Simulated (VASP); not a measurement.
# C (I4_1/amd) in VASP: further runs

The runs below take C through single point, with r2SCAN.

All numbers are computed with VASP 6.6.1; they aren't measurements. Logs are shortened: lines on timing, memory, paths and dates and some standing lists are left out, and cuts for length are marked.

### 1 The cell of the first run

It takes space group I4_1/amd (No. 141, tetragonal). The conventional cell has a = 2.492 Å, b = 2.492 Å, c = 3.568 Å, α = 90.00°, β = 90.00°, γ = 90.00°. Within 2.0 Å of C (site symmetry -4m2) lie 4 C at 1.53 Å.

### 2 Single point, r2SCAN (in-plane strain -0.01, then relaxed in part)

Input file POSCAR:

```
C
1.0
    1.7623393886      1.7623393886      0.0000000000
   -1.7623393886      1.7623393886      0.0000000000
    0.0000000000      1.7623393886      1.7840339235
C
2
Direct
    0.5000000000      0.5000000000      0.0000000000
    0.7500000000      0.2500000000      0.5000000000
```

Input file INCAR.step1:

```
ALGO = Normal
EDIFF = 1E-4
ENCUT = 520
GGA = PE
ISMEAR = 0
LASPH = T
LCHARG = F
LREAL = F
LWAVE = T
NBANDS = 11
NELM = 100
PREC = Accurate
SIGMA = 0.01
```

Input file INCAR.step2:

```
ALGO = Normal
EDIFF = 1E-6
ENCUT = 520
ISIF = 2
ISMEAR = 0
ISTART = 1
LASPH = T
LCHARG = T
LELF = T
LMIXTAU = T
LREAL = F
LVHAR = T
LWAVE = F
METAGGA = R2SCAN
NBANDS = 11
NELM = 100
PREC = Accurate
SIGMA = 0.01
```

Input file KPOINTS:

```
k-points
0
Gamma
  12 12 12
```

Potentials or basis: VASP PAW PBE potentials, release 64 (C).

On the command line:

```sh
$ cat potpaw_PBE.64/C/POTCAR > POTCAR
$ cp INCAR.step1 INCAR
$ mpirun -np 1 vasp_std > vasp.out
$ cp INCAR.step2 INCAR
$ mpirun -np 1 vasp_std > vasp.out
```

OUTCAR:

```text
EDIFF = 1E-6
   ENCUT = 520
   ISIF = 2
   ISMEAR = 0
   ISTART = 1
   LASPH = T
   LREAL = F
   METAGGA = R2SCAN
   NELM = 100
   PREC = Accurate

 ion  position               nearest neighbor table
   1  0.500  0.500  0.000-   2 1.53   2 1.53   2 1.53   2 1.53
   2  0.750  0.250  0.500-   1 1.53   1 1.53   1 1.53   1 1.53

  LATTYP: Found a body centered tetragonal cell.
 ALAT       =     2.4923242649
 C/A-ratio  =     1.4316226413

  Lattice vectors:

 A1 = (   1.7623393886,   0.0000000000,  -1.7840339235)
 A2 = (  -1.7623393886,   0.0000000000,  -1.7840339235)
 A3 = (   0.0000000000,   1.7623393886,   1.7840339235)

Analysis of symmetry for initial positions (statically):
=====================================================================
 Subroutine PRICEL returns:
 Original cell was already a primitive cell.

 Routine SETGRP: Setting up the symmetry group for a
 body centered tetragonal supercell.

 Subroutine GETGRP returns: Found 16 space group operations
 (whereof  8 operations were pure point group operations)
 out of a pool of 16 trial point group operations.

The static configuration has the point symmetry D_2d.
 The point group associated with its full space group is D_4h.

Analysis of symmetry for dynamics (positions and initial velocities):
=====================================================================
 Subroutine PRICEL returns:
 Original cell was already a primitive cell.

 Routine SETGRP: Setting up the symmetry group for a
 body centered tetragonal supercell.

 Subroutine GETGRP returns: Found 16 space group operations
 (whereof  8 operations were pure point group operations)
 out of a pool of 16 trial point group operations.

The dynamic configuration has the point symmetry D_2d.
 The point group associated with its full space group is D_4h.

 Subroutine INISYM returns: Found 16 space group operations
 (whereof  8 operations are pure point group operations),
 and found     1 'primitive' translations

----------------------------------------------------------------------------------------

                                     Primitive cell

  volume of cell :      11.0818

  direct lattice vectors                    reciprocal lattice vectors
     1.762339389  1.762339389  0.000000000     0.283713797  0.283713797 -0.280263729
    -1.762339389  1.762339389  0.000000000    -0.283713797  0.283713797 -0.280263729
     0.000000000  1.762339389  1.784033924     0.000000000  0.000000000  0.560527458

  length of vectors
     2.492324265  2.492324265  2.507711539     0.489422921  0.489422921  0.560527458

  position of ions in fractional coordinates (direct lattice)
     0.500000000  0.500000000  0.000000000
     0.750000000  0.250000000  0.500000000

  ion indices of the primitive-cell ions
   primitive index   ion index
                 1           1
                 2           2

----------------------------------------------------------------------------------------

 KPOINTS: k-points

Automatic generation of k-mesh.
 Grid dimensions read from file:
 generate k-points for:   12   12   12

 Generating k-lattice:

  Cartesian coordinates                     Fractional coordinates (reciprocal lattice)
     0.023642816  0.023642816 -0.023355311     0.083333333  0.000000000  0.000000000
    -0.023642816  0.023642816 -0.023355311     0.000000000  0.083333333  0.000000000
     0.000000000  0.000000000  0.046710621     0.000000000  0.000000000  0.083333333

  Length of vectors
     0.040785243  0.040785243  0.046710621

  Shift w.r.t. Gamma in fractional coordinates (k-lattice)
     0.000000000  0.000000000  0.000000000

 Subroutine IBZKPT returns following result:
 ===========================================

 Found    163 irreducible k-points:

 Following reciprocal coordinates:
            Coordinates               Weight
  0.000000  0.000000  0.000000      1.000000
  0.083333  0.000000 -0.000000      8.000000
  0.166667  0.000000 -0.000000      8.000000
  0.250000  0.000000 -0.000000      8.000000
  0.333333  0.000000  0.000000      8.000000
  0.416667  0.000000 -0.000000      8.000000
[... 16 lines left out ...]
  0.500000  0.166667 -0.000000     16.000000
 -0.416667  0.166667  0.000000     16.000000
 [... further k-points ...]
   k-points           NKPTS =    163   k-points in BZ     NKDIM =    163   number of bands    NBANDS=     11
   number of dos      NEDOS =    301   number of ions     NIONS =      2
   total plane-waves  NPLWV =   8000
   dimension x,y,z NGX =    20 NGY =   20 NGZ =   20
   dimension x,y,z NGXF=    40 NGYF=   40 NGZF=   40
   ions per type =               2
   NGX,Y,Z   is equivalent  to a cutoff of  13.34, 13.34, 13.26 a.u.
   NGXF,Y,Z  is equivalent  to a cutoff of  26.68, 26.68, 26.52 a.u.
 SYSTEM =  unknown system
   PREC   = accura    normal or accurate (medium, high low for compatibility)
   ISTART =      1    job   : 0-new  1-cont  2-samecut
   ICHARG =      0    charge: 1-file 2-atom 10-const
   ISPIN  =      1    spin polarized calculation?
   LNONCOLLINEAR =      F non collinear calculations
   LSORBIT =      F    spin-orbit coupling
   LASPH  =      T    aspherical Exc in radial PAW
   ENCUT  =  520.0 eV  38.22 Ry    6.18 a.u.   4.63  4.63  4.66*2*pi/ulx,y,z
   NELM   =    100;   NELMIN=  2; NELMDL=  0     # of ELM steps
   EDIFF  = 0.1E-05   stopping-criterion for ELM
   LREAL  =      F    real-space projection
   EDIFFG = 0.1E-04   stopping-criterion for IOM
   NSW    =      0    number of steps for IOM
   IBRION =     -1    ionic relax: 0-MD 1-quasi-New 2-CG
   NFREE  =      0    steps in history (QN), initial steepest desc. (CG)
   ISIF   =      2    stress and relaxation
   ISYM   =      2    0-nonsym 1-usesym 2-fastsym
   POTIM  = 0.5000    time-step for ionic-motion
   TEBEG  =    0.0;   TEEND  =   0.0 temperature during run
   PSTRESS=    0.0 pullay stress
   NELECT =       8.0000    total number of electrons
   NUPDOWN=      -1.0000    fix difference up-down
   EMIN   =  10.00;   EMAX   =-10.00  energy-range for DOS
   EFERMI =   0.00;   METHOD = LEGACY
   ISMEAR =     0;   SIGMA  =   0.01  broadening in eV -4-tet -1-fermi 0-gaus
   EFERMI_NEDOS =   21; number of points for ismear=-14 and -15
   IALGO  =     38    algorithm
   IMIX   =      4    mixing-type and parameters
     AMIX     =   0.40;   BMIX     =  1.00
     AMIX_MAG =   1.60;   BMIX_MAG =  1.00
  volume/ion in A,a.u.               =       5.54        37.39
  Fermi-wavevector in a.u.,A,eV,Ry     =   1.468591  2.775234 29.344481  2.156759
  Thomas-Fermi vector in A             =   2.584070
   LORBIT       =      0    0 simple, 1 ext, 2 COOP (PROOUT), +10 PAW based schemes
   METAGGA = R2SCAN    functional components
   LHFCALC =     F    Hartree Fock is set to
   AEXX    =    0.0000 exact exchange contribution
   IVDW    =     0    specifies the selected vdW correction
   LEPSILON=     F    determine dielectric tensor
   LRPA    =     F    only Hartree local field effects (RPA)
 non-spin polarized calculation
 Gauss-broadening in eV      SIGMA  =   0.01
  energy-cutoff  :      520.00
  volume of cell :       11.08
 maximum number of plane-waves:       310
   NGX =  9   NGY =  9   NGZ =  9

 number of electron       7.9999999 magnetization

 Free energy of the ion-electron system (eV)
  ---------------------------------------------------
  ext. energy  EPLUGINS =         0.00000000
  ---------------------------------------------------
  free energy    TOTEN  =       -19.64669523 eV

  energy without entropy =      -19.64669523  energy(sigma->0) =      -19.64669523

 E-fermi :  10.2595     XC(G=0): -14.3867

 val. band max:       10.1217461205   @ k =   0.0000   0.0000   0.0000
 cond. band min:      14.3535121151   @ k =  -0.3333   0.3333   0.0000
 fundamental gap:      4.2317659946
 Fermi energy:        10.2595487677

 k-point     1 :       0.0000    0.0000    0.0000
  band No.  band energies     occupation
      1     -12.9659      2.00000
      2       9.9227      2.00000
      3      10.1217      2.00000
      4      10.1217      2.00000
      5      15.9016      0.00000
      6      15.9016      0.00000
      7      16.0673      0.00000
      8      24.4350      0.00000
      9      30.7758      0.00000
     10      37.3472      0.00000
     11      38.0411      0.00000

 k-point     2 :       0.0833    0.0000   -0.0000
  band No.  band energies     occupation
      1     -12.7617      2.00000
      2       8.7080      2.00000
      3       9.6388      2.00000
      4       9.7710      2.00000
      5      16.3698      0.00000
      6      16.4417      0.00000
      7      16.7844      0.00000
      8      24.6213      0.00000
      9      31.1227      0.00000
     10      35.3354      0.00000
     11      35.8642      0.00000

 k-point     3 :       0.1667    0.0000   -0.0000
  band No.  band energies     occupation
      1     -12.1518      2.00000
      2       5.9780      2.00000
      3       8.8594      2.00000
      4       9.0171      2.00000
      5      17.3853      0.00000
      6      17.4250      0.00000
      7      17.9868      0.00000
      8      25.1524      0.00000
      9      31.8410      0.00000
     10      33.7503      0.00000
     11      34.1303      0.00000

 k-point     4 :       0.2500    0.0000   -0.0000
  band No.  band energies     occupation
      1     -11.1455      2.00000
      2       2.9352      2.00000
      3       8.0612      2.00000
      4       8.2472      2.00000
      5      18.2896      0.00000
      6      18.3364      0.00000
      7      18.8320      0.00000
      8      25.8853      0.00000
      9      32.2685      0.00000
     10      33.4530      0.00000
     11      33.6491      0.00000

 k-point     5 :       0.3333    0.0000    0.0000
  band No.  band energies     occupation
      1      -9.7667      2.00000
      2      -0.0340      2.00000
      3       7.4279      2.00000
      4       7.6399      2.00000
      5      18.7382      0.00000
      6      18.8813      0.00000
      7      19.3140      0.00000
      8      26.5402      0.00000
      9      32.5272      0.00000
     10      34.4954      0.00000
     11      34.5279      0.00000
[... 211 lines left out ...]
 k-point    21 :       0.3333    0.1667   -0.0000
  band No.  band energies     occupation
      1      -8.0119      2.00000
      2      -1.2521      2.00000
      3       3.9815      2.00000
      4       6.7780      2.00000
      5      18.5334      0.00000
      6      20.2432      0.00000
      7      21.9972      0.00000
      8      26.2087      0.00000
      9      31.4719      0.00000
     10      32.9933      0.00000
     11      36.5549      0.00000

 k-point    22 :       0.4167    0.1667   -0.0000
  band No.  band energies     occupation
      1      -6.4425      2.00000
      2      -3.3588      2.00000
      3       4.2013      2.00000
      4       6.1023      2.00000
      5      17.9733      0.00000
      6      20.9327      0.00000
      7      22.1791      0.00000
      8      26.7090      0.00000
      9      30.8657      0.00000
     10      35.6054      0.00000
     11      36.5348      0.00000

 k-point    23 :       0.5000    0.1667   -0.0000
  band No.  band energies     occupation
      1      -6.8578      2.00000
      2      -2.8558      2.00000
      3       4.7252      2.00000
      4       5.6993      2.00000
      5      17.5114      0.00000
      6      21.4366      0.00000
      7      22.2227      0.00000
      8      25.3437      0.00000
      9      31.6983      0.00000
     10      35.7552      0.00000
     11      38.2624      0.00000

 k-point    24 :      -0.4167    0.1667    0.0000
  band No.  band energies     occupation
      1      -8.5199      2.00000
      2      -0.4901      2.00000
      3       5.4709      2.00000
      4       5.6332      2.00000
      5      17.0650      0.00000
      6      21.6888      0.00000
      7      22.1567      0.00000
      8      23.5700      0.00000
      9      32.7305      0.00000
     10      34.2599      0.00000
     11      39.0332      0.00000

 [... further k-points ...]

------------------------ aborting loop because EDIFF is reached ----------------------------------------

  FORCE on cell =-STRESS in cart. coord.  units (eV):
  Direction    XX          YY          ZZ          XY          YZ          ZX
  --------------------------------------------------------------------------------------
  -------------------------------------------------------------------------------------
  Total        0.9488394      0.9488394      0.0834418      0.0000000     -0.0000000     -0.0000000
  in kB      137.1800876    137.1800876     12.0637424      0.0000000     -0.0000000     -0.0000000
  external PRESSURE =      95.4746392 kB  Pullay stress =       0.0000000 kB

 VOLUME and BASIS-vectors are now :
 -----------------------------------------------------------------------------
  energy-cutoff  :      520.00
  volume of cell :       11.08
      direct lattice vectors                 reciprocal lattice vectors
     1.762339389  1.762339389  0.000000000     0.283713797  0.283713797 -0.280263729
    -1.762339389  1.762339389  0.000000000    -0.283713797  0.283713797 -0.280263729
     0.000000000  1.762339389  1.784033924     0.000000000  0.000000000  0.560527458

 POSITION                                       TOTAL-FORCE (eV/Angst)
 -----------------------------------------------------------------------------------
      0.00000      1.76234      0.00000        -0.000000      0.000000      0.000000
      0.88117      2.64351      0.89202         0.000000     -0.000000      0.000000
 -----------------------------------------------------------------------------------
    total drift:                                0.000000     -0.000000      0.000000

  FREE ENERGIE OF THE ION-ELECTRON SYSTEM (eV)
  ---------------------------------------------------
  free  energy   TOTEN  =       -19.6466952289 eV

  energy  without entropy=      -19.6466952289  energy(sigma->0) =      -19.64669523
```

It took 71 s on 1 thread of Intel Xeon 8259CL, shared host; peak memory 0.13 GiB.

What came out:

* Free energy: -19.6467 eV
* Pressure: 9.5 GPa
* Band gap on the k mesh: 4.23 eV (least direct gap 5.78 eV)

Caveat: the cell differs from its parent crystal (in-plane strain -0.01, then relaxed in part); the cell stands under pressure; the PAW data sets were made with another functional, which shifts forces and pressure a little.

### 3 Single point, r2SCAN (in-plane strain -0.01)

Edit POSCAR of step 2 so:

```diff
@@ -4,3 +4,3 @@
    -1.7623393886      1.7623393886      0.0000000000
-    0.0000000000      1.7623393886      1.7840339235
+    0.0000000000      1.7623393886      1.7908216414
 C
```

Input file INCAR.step1:

```
SYSTEM = C
PREC = Accurate
ENCUT = 520
ISMEAR = 0
SIGMA = 0.01
LREAL = .FALSE.
LASPH = .TRUE.
NELM = 100
NBANDS = 11
GGA = PE
ALGO = Normal
EDIFF = 1E-4
LWAVE = .TRUE.
LCHARG = .FALSE.
```

Input file INCAR.step2:

```
SYSTEM = C
PREC = Accurate
ENCUT = 520
EDIFF = 1E-6
ISMEAR = 0
SIGMA = 0.01
LREAL = .FALSE.
LASPH = .TRUE.
NELM = 100
ALGO = Normal
ISIF = 2
LWAVE = .FALSE.
LCHARG = .FALSE.
METAGGA = R2SCAN
LMIXTAU = .TRUE.
NBANDS = 11
ISTART = 1
```

Input file KPOINTS:

```
regular mesh
0
G
  12 12 12
  0 0 0
```

Potentials or basis: VASP PAW PBE potentials, release 64 (C).

On the command line:

```sh
$ cat potpaw_PBE.64/C/POTCAR > POTCAR
$ cp INCAR.step1 INCAR
$ mpirun -np 1 vasp_std > vasp.out
$ cp INCAR.step2 INCAR
$ mpirun -np 1 vasp_std > vasp.out
```

Run time: 79 s. Hardware: 1 thread of Intel Xeon 8259CL, shared host; peak memory 0.13 GiB.

It converged, with:

- Free energy: -19.6465 eV
- Pressure: 7.7 GPa
- Band gap on the k mesh: 4.17 eV (least direct gap 5.73 eV)

Stress tensor (GPa, compression positive):
```
13.18  0.00  0.00
 0.00 13.18  0.00
 0.00  0.00 -3.21
```

Levels at points of the mesh, in eV from the valence-band top:
```csv
k point,band 1,band 2,band 3,band 4,band 5,band 6,band 7,band 8
"(0.00, 0.00, 0.00)",-23.05,-0.26,0.00,0.00,5.73,5.73,5.95,14.20
"(0.50, 0.00, 0.00)",-16.99,-14.35,-3.27,-2.96,8.65,8.94,9.47,16.80
"(0.50, 0.50, 0.00)",-13.73,-13.73,-6.95,-6.95,4.82,4.82,18.11,18.11
"(0.00, 0.00, 0.50)",-13.99,-13.99,-6.70,-6.70,5.22,5.22,18.04,18.04
```

Caveat: the cell differs from its parent crystal (in-plane strain -0.01); the cell stands under pressure; the PAW data sets were made with another functional, which shifts forces and pressure a little. A k mesh can miss the band edges.

### 4 Single point, r2SCAN (in-plane strain -0.005, then relaxed in part)

Input file POSCAR:

```
C
1.0
    1.7712400926      1.7712400926      0.0000000000
   -1.7712400926      1.7712400926      0.0000000000
    0.0000000000      1.7712400926      1.7820837908
C
2
Direct
    0.5000000000      0.5000000000      0.0000000000
    0.7500000000      0.2500000000      0.5000000000
```

Input file INCAR.step1:

```
SYSTEM = C
ALGO     = Normal         ! electronic algorithm
EDIFF    = 1E-4           ! SCF threshold, eV
ENCUT    = 520            ! plane-wave cutoff, eV
GGA      = PE             ! functional
ISMEAR   = 0              ! smearing method
LASPH    = .True.         ! aspherical terms in the spheres
LCHARG   = .False.        ! write CHGCAR
LREAL    = .False.        ! projectors in reciprocal space
LWAVE    = .True.         ! write WAVECAR
NBANDS   = 11             ! bands
NELM     = 100            ! most SCF steps
PREC     = Accurate       ! precision mode
SIGMA    = 0.01           ! smearing width, eV
```

Input file INCAR.step2:

```
SYSTEM = C
ALGO     = Normal         ! electronic algorithm
EDIFF    = 1E-6           ! SCF threshold, eV
ENCUT    = 520            ! plane-wave cutoff, eV
ISIF     = 2              ! what is computed and relaxed
ISMEAR   = 0              ! smearing method
ISTART   = 1            
LASPH    = .True.         ! aspherical terms in the spheres
LCHARG   = .False.        ! write CHGCAR
LMIXTAU  = .True.       
LREAL    = .False.        ! projectors in reciprocal space
LWAVE    = .False.        ! write WAVECAR
METAGGA  = R2SCAN         ! meta-GGA
NBANDS   = 11             ! bands
NELM     = 100            ! most SCF steps
PREC     = Accurate       ! precision mode
SIGMA    = 0.01           ! smearing width, eV
```

Input file KPOINTS:

```
k-points
0
Gamma
  12 12 12
  0 0 0
```

On the command line:

```sh
$ cat potpaw_PBE.64/C/POTCAR > POTCAR
$ cp INCAR.step1 INCAR
$ mpirun -np 1 vasp_std > vasp.out
$ cp INCAR.step2 INCAR
$ mpirun -np 1 vasp_std > vasp.out
```

Run time: 76 s. Hardware: 1 thread of Intel Xeon 8259CL, shared host; peak memory 0.13 GiB.

Results (log left out):

| Item | Value |
| --- | --- |
| Free energy | -19.6541 eV |
| Pressure | 5.3 GPa |
| Band gap on the k mesh | 4.29 eV (least direct gap 5.82 eV) |

Stress tensor (GPa, compression positive):
```
7.30 0.00 0.00
0.00 7.30 0.00
0.00 0.00 1.16
```

Levels at points of the mesh, in eV from the valence-band top:
```
           k point  band 2  band 3  band 4  band 5  band 6  band 7
(0.00, 0.00, 0.00)   -0.10    0.00    0.00    5.82    5.82    5.90
(0.50, 0.00, 0.00)  -14.24   -3.11   -2.99    8.85    8.93    9.33
(0.50, 0.50, 0.00)  -13.69   -6.81   -6.81    4.95    4.95   18.08
(0.00, 0.00, 0.50)  -13.79   -6.72   -6.72    5.10    5.10   18.05
```

Caveat: the cell differs from its parent crystal (in-plane strain -0.005, then relaxed in part); the cell stands under pressure; the PAW data sets were made with another functional, which shifts forces and pressure a little.

### 5 The runs side by side

```csv
cell,gap on the mesh (eV),pressure (GPa)
"a = 2.492, b = 2.492, c = 2.508 Å, angles 60.2, 60.2, 90.0°, 2 atoms",4.23,9.5
"a = 2.492, b = 2.492, c = 2.513 Å, angles 60.3, 60.3, 90.0°, 2 atoms",4.17,7.7
"a = 2.505, b = 2.505, c = 2.513 Å, angles 60.1, 60.1, 90.0°, 2 atoms",4.29,5.3
```

Alike in all rows: task single point; level r2SCAN; potentials or basis VASP PAW PBE potentials, release 64 (C); no spin polarisation; k mesh 12 × 12 × 12; cutoff (eV) 520; smearing gaussian 0.01 eV.

Caveats: the cell stands under pressure; the PAW data sets were made with another functional, which shifts forces and pressure a little.

Total energies depend on the potentials used, so only differences within one code and one set of settings carry meaning.
